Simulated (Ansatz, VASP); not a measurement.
**Two plane-wave programs on BN**

```
B N
1.0
     2.55394    0.00000    0.00000
    -1.27697    2.21178    0.00000
     0.00000    0.00000    4.22685
B N
2 2
Direct
  0.66667 0.33333 0.99972
  0.33333 0.66667 0.49972
  0.66667 0.33333 0.62528
  0.33333 0.66667 0.12528
```

Alike in both runs: task single point; functional PBE; k mesh 6 × 6 × 4; no spin polarisation; Hubbard terms N p U = 4.9 eV.

|  | VASP | Ansatz |
| --- | --- | --- |
| version | VASP 6.6.1 | Ansatz 0.2.0 |
| potentials or method | VASP PAW PBE potentials, release 64 (B_h, N_h), cutoff 1330 eV | scalar-relativistic, plane waves, PAW |
| occupations | gaussian, width 0.1 eV | gaussian |
| valence electrons in the cell | 16 | 16 |

```csv
,VASP,Ansatz,Ansatz less VASP
gap on the k mesh at the Fermi level (eV),4.98,5.65,+0.674
least direct gap on the mesh (eV),8.01,8.81,+0.799
pressure (GPa),7.7,-4.2,-11.87
"traceless stress, the component that is largest in VASP (GPa)",-0.26,-1.38,-1.116
rms of the force components (eV/Å),0.003,0.023,+0.0196
```

The programs project onto different local orbitals, so the same U acts differently, and such runs can settle in different states. Atom by atom the forces differ by 0.020 eV/Å (rms over components).

The k mesh is coarse, so the values compare programs but aren't converged.
